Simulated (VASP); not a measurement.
Runs of VASP 6.6.1 on GaP. Symmetry: F-43m, No. 216, cubic system. Conventional cell: a = 5.451 Å, b = 5.451 Å, c = 5.451 Å, α = 90.00°, β = 90.00°, γ = 90.00°. Within 3.1 Å of Ga (site symmetry -43m) lie 4 P at 2.36 Å. Within 3.1 Å of P (site symmetry -43m) lie 4 Ga at 2.36 Å. 

```csv
level,potentials or basis,gap on the mesh (eV),pressure (GPa)
LDA,"VASP PAW LDA potentials, release 64 (Ga_d, P)",1.44,-2.7
RPBE,"VASP PAW PBE potentials, release 64 (Ga_d, P)",(c),4.4
PBE,"VASP PAW PBE potentials, release 64 (Ga_d, P)",1.59,2.4
BLYP,"VASP PAW PBE potentials, release 64 (Ga_d, P)",1.72,(b)
revPBE,"VASP PAW PBE potentials, release 64 (Ga_d, P)",(a),3.9
```

Alike in all rows: task single point; no spin polarisation; cell as given; k mesh 7 × 7 × 7; cutoff (eV) 500; smearing gaussian 0.01 eV.

Fill in the values left out.

(a) 1.66; (b) 6.5; (c) 1.68.

Caveats: an odd mesh through Γ misses points on the zone boundary, where band edges can lie; the cell stands under pressure (at least some runs); the PAW data sets were made with another functional, which shifts forces and pressure a little (at least some runs).

A k mesh can miss the band edges, and the runs leave out spin-orbit coupling on Ga.
